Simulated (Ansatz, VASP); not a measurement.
# One calculation of LiSi2Ni6, two programs

```
Li Si Ni
1.0
     3.86162    0.00000    0.00000
    -1.93081    3.34426    0.00000
     0.00000    0.00000    7.61938
Li Si Ni
1 2 6
Cartesian
  0.0000 0.0000 0.0000
  0.0000 0.0000 2.4508
  0.0000 0.0000 5.1686
  0.0000 2.2295 0.7425
  0.0000 2.2295 3.2172
  0.0000 2.2295 5.8207
  1.9308 1.1148 1.7987
  1.9308 1.1148 4.4022
  1.9308 1.1148 6.8769
```

Change from the starting cell: the structure that the rattled cell fell into.

Alike in both runs: functional PBE; k mesh 12 × 12 × 6; occupations gaussian, width 0.1 eV; no spin polarisation.

Ansatz relaxed the structure, and its values are those at the end. VASP's run is a single point on that final structure, the one shown.

|  | VASP | Ansatz |
| --- | --- | --- |
| version | VASP 6.6.1 | Ansatz 0.2.0 |
| potentials or method | VASP PAW PBE potentials, release 64 (Li_sv, Si, Ni), cutoff 520 eV | scalar-relativistic, plane waves, PAW |
| valence electrons in the cell | 71 | 119 |

```tsv
	VASP	Ansatz	Ansatz less VASP
gap on the k mesh at the Fermi level (eV)	none	none	-
rms of the force components (eV/Å)	0.010	0.001	-0.0088
```

A gap of «none» marks a metal or a gap that the smearing closes. VASP's potentials hold 71 valence electrons a cell and Ansatz's 119, so a difference there can come from the potentials and not from the codes.

Noted on VASP's run: the cutoff is under 1.25 times that of the potentials, so the pressure is a little rough.
